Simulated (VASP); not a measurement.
# SrCl2 in VASP: further runs, part 2 of 2

VASP 6.6.1.

### 3 Single point, r2SCAN (biaxial xy strain +4.3%)

Input file POSCAR:

```
SrCl2
1.0
    4.5985235080      0.0000000000      0.0000000000
   -2.2992617540      3.9824381778      0.0000000000
    0.0000000000      0.0000000000      5.5960650195
Sr Cl
1 2
Direct
    0.0000000000      0.0000000000      0.0000000000
    0.3333333333      0.6666666667      0.2318369606
    0.6666666667      0.3333333333      0.7681630394
```

Input file INCAR.step1:

```
SYSTEM = SrCl2
ALGO     = Normal         ! electronic algorithm
EDIFF    = 1E-4           ! SCF threshold, eV
ENCUT    = 520            ! plane-wave cutoff, eV
GGA      = PE             ! functional
ISMEAR   = 0              ! smearing method
LASPH    = .True.         ! aspherical terms in the spheres
LCHARG   = .False.        ! write CHGCAR
LREAL    = .False.        ! projectors in reciprocal space
LWAVE    = .True.         ! write WAVECAR
NBANDS   = 19             ! bands
NELM     = 100            ! most SCF steps
PREC     = Accurate       ! precision mode
SIGMA    = 0.01           ! smearing width, eV
```

Input file INCAR.step2:

```
SYSTEM = SrCl2
ALGO     = Normal         ! electronic algorithm
EDIFF    = 1E-6           ! SCF threshold, eV
ENCUT    = 520            ! plane-wave cutoff, eV
ISIF     = 2              ! what is computed and relaxed
ISMEAR   = 0              ! smearing method
ISTART   = 1            
LASPH    = .True.         ! aspherical terms in the spheres
LCHARG   = .True.         ! write CHGCAR
LELF     = .True.         ! ELF
LMIXTAU  = .True.       
LREAL    = .False.        ! projectors in reciprocal space
LVHAR    = .True.       
LWAVE    = .False.        ! write WAVECAR
METAGGA  = R2SCAN         ! meta-GGA
NBANDS   = 19             ! bands
NELM     = 100            ! most SCF steps
PREC     = Accurate       ! precision mode
SIGMA    = 0.01           ! smearing width, eV
```

Input file KPOINTS:

```
k-points
0
Gamma
  6 6 6
  0 0 0
```

Potentials or basis: VASP PAW PBE potentials, release 64 (Sr_sv, Cl).

The run is started by

```
> cat potpaw_PBE.64/Sr_sv/POTCAR potpaw_PBE.64/Cl/POTCAR > POTCAR
> cp INCAR.step1 INCAR
> mpirun -np 1 vasp_std > vasp.out
> cp INCAR.step2 INCAR
> mpirun -np 1 vasp_std > vasp.out
```

OUTCAR:

```text
SYSTEM = SrCl2
   EDIFF = 1E-6
   ENCUT = 520
   ISIF = 2
   ISMEAR = 0
   ISTART = 1
   LASPH = .True.
   LREAL = .False.
   METAGGA = R2SCAN
   NELM = 100
   PREC = Accurate

 ion  position               nearest neighbor table
   1  0.000  0.000  0.000-   2 2.95   3 2.95   2 2.95   3 2.95   3 2.95   2 2.95
   2  0.333  0.667  0.232-   1 2.95   1 2.95   1 2.95
   3  0.667  0.333  0.768-   1 2.95   1 2.95   1 2.95

  LATTYP: Found a hexagonal cell.
[... 724 lines left out ...]

  FORCE on cell =-STRESS in cart. coord.  units (eV):
  Direction    XX          YY          ZZ          XY          YZ          ZX
  --------------------------------------------------------------------------------------
  -------------------------------------------------------------------------------------
  Total       -1.0457508     -1.0457508      0.0515687      0.0000000      0.0000000      0.0000000
  in kB      -16.3489022    -16.3489022      0.8062070      0.0000000      0.0000000      0.0000000
  external PRESSURE =     -10.6305325 kB  Pullay stress =       0.0000000 kB

 VOLUME and BASIS-vectors are now :
 -----------------------------------------------------------------------------
  energy-cutoff  :      520.00
  volume of cell :      102.48
      direct lattice vectors                 reciprocal lattice vectors
     4.598523508  0.000000000  0.000000000     0.217461104  0.125551227  0.000000000
    -2.299261754  3.982438178  0.000000000     0.000000000  0.251102454  0.000000000
     0.000000000  0.000000000  5.596065020     0.000000000  0.000000000  0.178696994

 POSITION                                       TOTAL-FORCE (eV/Angst)
 -----------------------------------------------------------------------------------
      0.00000      0.00000      0.00000        -0.000000      0.000000      0.000000
     -0.00000      2.65496      1.29737         0.000000     -0.000000      0.011009
      2.29926      1.32748      4.29869        -0.000000      0.000000     -0.011009
 -----------------------------------------------------------------------------------
    total drift:                                0.000000      0.000000     -0.000000

  FREE ENERGIE OF THE ION-ELECTRON SYSTEM (eV)
  ---------------------------------------------------
  free  energy   TOTEN  =       -35.4048211045 eV

  energy  without entropy=      -35.4048211045  energy(sigma->0) =      -35.40482110
```

It took 95 s on 1 thread of Intel Xeon 6975P-C (Granite Rapids), shared host; peak memory 0.27 GiB.

What came out:

| Property | Result |
| --- | --- |
| Free energy | -35.4048 eV |
| Pressure | -1.1 GPa |
| Largest force | 0.011 eV/Å |
| Band gap on the k mesh | 5.47 eV, direct |

Forces in eV/Å, atoms in the order of the input:
```
Sr   0.000  0.000  0.000
Cl   0.000  0.000  0.011
Cl   0.000  0.000 -0.011
```

Levels at points of the mesh, in eV from the valence-band top:
| k point | band 8 | band 9 | band 10 | band 11 | band 12 | band 13 | band 14 | band 15 | band 16 | band 17 |
| --- | --- | --- | --- | --- | --- | --- | --- | --- | --- | --- |
| (0.00, 0.00, 0.00) | -1.46 | -1.46 | -0.46 | -0.46 | 0.00 | 5.47 | 7.22 | 7.22 | 8.11 | 8.18 |
| (0.50, 0.00, 0.00) | -1.09 | -1.02 | -0.87 | -0.74 | -0.61 | 6.12 | 7.07 | 8.41 | 8.50 | 8.97 |
| (0.00, 0.00, 0.50) | -1.36 | -1.17 | -0.76 | -0.59 | -0.59 | 6.95 | 6.95 | 7.14 | 7.46 | 8.65 |
| (0.50, 0.00, 0.50) | -1.47 | -1.09 | -0.88 | -0.43 | -0.24 | 6.84 | 7.85 | 8.12 | 8.27 | 8.74 |

Caveat: the cell differs from its parent crystal (biaxial xy strain +4.3%); the PAW data sets were made with another functional, which shifts forces and pressure a little.

### 4 Single point, r2SCAN (shear xy strain +1.1%)

Input file POSCAR:

```
SrCl2
1.0
    4.4072489055      0.0249009563      0.0000000000
   -2.1820595920      3.8043390348      0.0000000000
    0.0000000000      0.0000000000      5.5960650195
Sr Cl
1 2
Direct
    0.0000000000      0.0000000000      0.0000000000
    0.3350144158      0.6666215186      0.2488396527
    0.6649855842      0.3333784814      0.7511603473
```

Input file INCAR.step1:

```
SYSTEM = SrCl2
PREC = Accurate
ENCUT = 520
ISMEAR = 0
SIGMA = 0.01
LREAL = .False.
LASPH = .True.
NELM = 80
NBANDS = 19
GGA = PE
ALGO = Normal
EDIFF = 1E-4
LWAVE = .True.
LCHARG = .False.
```

Input file INCAR.step2:

```
SYSTEM = SrCl2
PREC = Accurate
ENCUT = 520
EDIFF = 1E-6
ISMEAR = 0
SIGMA = 0.01
LREAL = .False.
LASPH = .True.
NELM = 80
ALGO = Normal
ISIF = 2
LWAVE = .False.
LCHARG = .False.
METAGGA = R2SCAN
LMIXTAU = .True.
NBANDS = 19
ISTART = 1
```

Input file KPOINTS:

```
regular mesh
0
Gamma
  6 6 6
  0 0 0
```

Potentials or basis: VASP PAW PBE potentials, release 64 (Sr_sv, Cl).

The run is started by

```
> cat potpaw_PBE.64/Sr_sv/POTCAR potpaw_PBE.64/Cl/POTCAR > POTCAR
> cp INCAR.step1 INCAR
> mpirun -np 1 vasp_std > vasp.out
> cp INCAR.step2 INCAR
> mpirun -np 1 vasp_std > vasp.out
```

OUTCAR:

```text
SYSTEM = SrCl2
   PREC = Accurate
   ENCUT = 520
   EDIFF = 1E-6
   ISMEAR = 0
   LREAL = .False.
   LASPH = .True.
   NELM = 80
   ISIF = 2
   METAGGA = R2SCAN
   ISTART = 1

 ion  position               nearest neighbor table
   1  0.000  0.000  0.000-   2 2.90   3 2.90   2 2.90   3 2.90   3 2.91   2 2.91
   2  0.335  0.667  0.249-   1 2.90   1 2.90   1 2.91
   3  0.665  0.333  0.751-   1 2.90   1 2.90   1 2.91

  Warning from LATTYP: Monoclinic adjustment (A1->A3, A2->A1, A3->A2)!
  LATTYP: Found a simple monoclinic cell.
 ALAT       =     4.3857017175
[... 726 lines left out ...]
  FORCE on cell =-STRESS in cart. coord.  units (eV):
  Direction    XX          YY          ZZ          XY          YZ          ZX
  --------------------------------------------------------------------------------------
  -------------------------------------------------------------------------------------
  Total        0.3814052      0.3830658      0.3768116     -0.1053111      0.0004035      0.0253395
  in kB        6.4917612      6.5200253      6.4135754     -1.7924625      0.0068674      0.4312951
  external PRESSURE =       6.4751206 kB  Pullay stress =       0.0000000 kB

 VOLUME and BASIS-vectors are now :
 -----------------------------------------------------------------------------
  energy-cutoff  :      520.00
  volume of cell :       94.13
      direct lattice vectors                 reciprocal lattice vectors
     4.407248906  0.024900956  0.000000000     0.226165985  0.129722313  0.000000000
    -2.182059592  3.804339035  0.000000000    -0.001480349  0.262008665  0.000000000
     0.000000000  0.000000000  5.596065020     0.000000000  0.000000000  0.178696994

 POSITION                                       TOTAL-FORCE (eV/Angst)
 -----------------------------------------------------------------------------------
      0.00000      0.00000      0.00000        -0.000000     -0.000000      0.000000
      0.02188      2.54440      1.39252        -0.002071      0.000279      0.010385
      2.20331      1.28484      4.20354         0.002071     -0.000279     -0.010385
 -----------------------------------------------------------------------------------
    total drift:                               -0.000000      0.000000      0.000000

  FREE ENERGIE OF THE ION-ELECTRON SYSTEM (eV)
  ---------------------------------------------------
  free  energy   TOTEN  =       -35.4319920830 eV

  energy  without entropy=      -35.4319920830  energy(sigma->0) =      -35.43199208
```

Run time: 4.6 min. Hardware: 1 thread of Intel Xeon 6975P-C (Granite Rapids), shared host; peak memory 0.37 GiB.

Results:

| Property | Result |
| --- | --- |
| Free energy | -35.4320 eV |
| Pressure | 0.6 GPa |
| Largest force | 0.011 eV/Å |
| Band gap on the k mesh | 5.79 eV, direct |

Forces on the atoms (eV/Å):
```
Sr   0.000  0.000  0.000
Cl  -0.002  0.000  0.010
Cl   0.002  0.000 -0.010
```

Levels at points of the mesh, in eV from the valence-band top:
| k point | band 9 | band 10 | band 11 | band 12 | band 13 | band 14 | band 15 | band 16 |
| --- | --- | --- | --- | --- | --- | --- | --- | --- |
| (0.00, 0.00, 0.00) | -1.46 | -0.48 | -0.46 | 0.00 | 5.79 | 7.27 | 7.35 | 8.06 |
| (0.50, 0.00, 0.00) | -1.00 | -0.99 | -0.93 | -0.78 | 5.98 | 7.55 | 8.71 | 8.81 |
| (0.00, 0.50, 0.00) | -0.99 | -0.98 | -0.95 | -0.80 | 5.98 | 7.56 | 8.71 | 8.82 |
| (0.50, 0.50, 0.00) | -0.99 | -0.96 | -0.96 | -0.82 | 5.98 | 7.58 | 8.70 | 8.83 |
| (0.00, 0.00, 0.50) | -1.28 | -0.96 | -0.66 | -0.64 | 6.99 | 7.08 | 7.30 | 7.78 |
| (0.50, 0.00, 0.50) | -1.23 | -0.77 | -0.56 | -0.30 | 6.70 | 8.19 | 8.33 | 8.69 |
| (0.00, 0.50, 0.50) | -1.25 | -0.78 | -0.56 | -0.30 | 6.71 | 8.20 | 8.32 | 8.71 |
| (0.50, 0.50, 0.50) | -1.26 | -0.79 | -0.57 | -0.29 | 6.73 | 8.22 | 8.31 | 8.71 |

Caveat: the cell differs from its parent crystal (shear xy strain +1.1%); the PAW data sets were made with another functional, which shifts forces and pressure a little.

### 5 Summary

```tsv
cell	gap on the mesh (eV)	pressure (GPa)	largest force (eV/Å)
a = 4.407, b = 4.407, c = 5.772 Å, angles 90.0, 90.0, 120.0°, 3 atoms	5.84	0.4	0.01
a = 4.599, b = 4.599, c = 5.596 Å, angles 90.0, 90.0, 120.0°, 3 atoms	5.47	-1.1	0.01
a = 4.407, b = 4.386, c = 5.596 Å, angles 90.0, 90.0, 119.5°, 3 atoms	5.79	0.6	0.01
```

Alike in all rows: task single point; level r2SCAN; potentials or basis VASP PAW PBE potentials, release 64 (Sr_sv, Cl); no spin polarisation; k mesh 6 × 6 × 6; cutoff (eV) 520; smearing gaussian 0.01 eV.

Caveats: the PAW data sets were made with another functional, which shifts forces and pressure a little.

Absolute energies hang on the potentials; compare differences alone.
